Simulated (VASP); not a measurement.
A run of VASP 6.6.1:

The input INCAR:

```
PREC     = Accurate       # precision mode
ENCUT    = 520            # plane-wave cutoff, eV
EDIFF    = 1E-8           # SCF threshold, eV
ISMEAR   = -1             # smearing method
SIGMA    = 0.05           # smearing width, eV
LREAL    = False          # projectors in reciprocal space
LASPH    = True           # aspherical terms in the spheres
NELM     = 80             # most SCF steps
ALGO     = Normal         # electronic algorithm
ISIF     = 2              # what is computed and relaxed
LWAVE    = False          # write WAVECAR
LCHARG   = False          # write CHGCAR
GGA      = PS             # functional
LEFG     = True         
NBANDS   = 15             # bands
```

File KPOINTS:

```
Automatic mesh
0
Gamma
  13 13 11
```

The input POSCAR:

```
HfB2
1.0
    3.1714001015      0.0000000000      0.0000000000
   -1.5857000508      2.7465130534      0.0000000000
    0.0000000000      0.0000000000      3.4800000000
Hf B
1 2
Direct
    0.0000000000      0.0000000000      0.0000000000
    0.3333333333      0.6666666667      0.5000000000
    0.6666666667      0.3333333333      0.5000000000
```

Potentials or basis: VASP PAW PBE potentials, release 64 (Hf_pv, B).

Launch:

```sh
$ cat potpaw_PBE.64/Hf_pv/POTCAR potpaw_PBE.64/B/POTCAR > POTCAR
$ mpirun -np 1 vasp_std > vasp.out
```

Hardware: 1 thread of AMD EPYC 7R13 Processor (Zen 3), with other jobs on the host.

Question: Estimate the wall time of this run.

Answer: It took 70 s on 1 thread of AMD EPYC 7R13 Processor (Zen 3), with other jobs on the host, peak memory 0.15 GiB. Counts: scf iterations 16, k points 126.
